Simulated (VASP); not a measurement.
Write the native input for VASP 6.6.1 that does the following.

- Task: single point
- Functional: PBE
- Potentials or basis: VASP PAW PBE potentials, release 64 (Ca_sv, Br)
- Cutoff: 520 eV
- k mesh: 6 × 6 × 6
- Occupations: gaussian, width 0.1 eV
- Spin: no spin polarisation
- Dipole correction: no
- Further INCAR settings: ALGO = Normal; EDIFF = 1e-06; NBANDS = 28

The structure of Ca2Br3 lies in POSCAR:

```
Ca2Br3
1.0
    2.0940570479      1.2090044003      9.7070166391
   -2.0940570479      1.2090044003      9.7070166391
    0.0000000000     -2.4180088005      9.7070166391
Ca Br
2 3
Direct
    0.4000000000      0.4000000000      0.4000000000
    0.6000000000      0.6000000000      0.6000000000
    0.0000000000      0.0000000000      0.0000000000
    0.2095000000      0.2095000000      0.2095000000
    0.7905000000      0.7905000000      0.7905000000
```

These files were run (other wordings do the same):

INCAR

```
  ALGO = Normal
  EDIFF = 1E-6
  ENCUT = 520
  GGA = PE
  ISIF = 2
  ISMEAR = 0
  LASPH = True
  LCHARG = False
  LREAL = False
  LWAVE = False
  NBANDS = 28
  NELM = 80
  PREC = Accurate
  SIGMA = 0.1
```

KPOINTS

```
k-points
0
Gamma
  6 6 6
```

Potentials or basis: VASP PAW PBE potentials, release 64 (Ca_sv, Br).

Launch:

```sh
$ cat potpaw_PBE.64/Ca_sv/POTCAR potpaw_PBE.64/Br/POTCAR > POTCAR
$ mpirun -np 1 vasp_std > vasp.out
```

It gave:

The pressure is 0.5 GPa, the largest force is 0.826 eV/Å and the band gap on the k mesh is zero (an odd number of electrons rules out a gap without spin polarisation).

Caveat: an odd number of electrons without spin polarisation forces a metal; a magnetic or distorted state may lie lower.

Run time: 30 min on 1 thread of AMD EPYC 7R13, on a shared host, peak memory 0.91 GiB.
